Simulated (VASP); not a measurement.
Input of a VASP 6.6.1 run:

The input INCAR:

```
SYSTEM = Sn
PREC     = Accurate       ! precision mode
ENCUT    = 520            ! plane-wave cutoff, eV
EDIFF    = 1E-6           ! SCF threshold, eV
ISMEAR   = -1             ! smearing method
SIGMA    = 0.05           ! smearing width, eV
LREAL    = .FALSE.        ! projectors in reciprocal space
LASPH    = .TRUE.         ! aspherical terms in the spheres
NELM     = 100            ! most SCF steps
ALGO     = Normal         ! electronic algorithm
ISIF     = 2              ! what is computed and relaxed
LWAVE    = .FALSE.        ! write WAVECAR
LCHARG   = .FALSE.        ! write CHGCAR
GGA      = PE             ! functional
NBANDS   = 21             ! bands
```

File KPOINTS:

```
regular mesh
0
G
  13 13 7
  0 0 0
```

File POSCAR:

```
Sn
1.0
    3.4013987060      0.0000000000      0.0000000000
   -1.7006993530      2.9456976878      0.0000000000
    0.0000000000      0.0000000000      5.3881495086
Sn
2
Direct
    0.3333333333      0.6666666667      0.2500000000
    0.6666666667      0.3333333333      0.7500000000
```

Potentials or basis: VASP PAW PBE potentials, release 64 (Sn_d).

The run is started by

```bash
$ cat potpaw_PBE.64/Sn_d/POTCAR > POTCAR
$ mpirun -np 1 vasp_std > vasp.out
```

Question: Predict the band gap on the k mesh.

Answer: Zero (bands 14 and 15 overlap by 7.50 eV).

Question: What does it give for the pressure?

Answer: 1.3 GPa.

Caveat: spin-orbit coupling is left out, which moves the levels of the heavy elements.
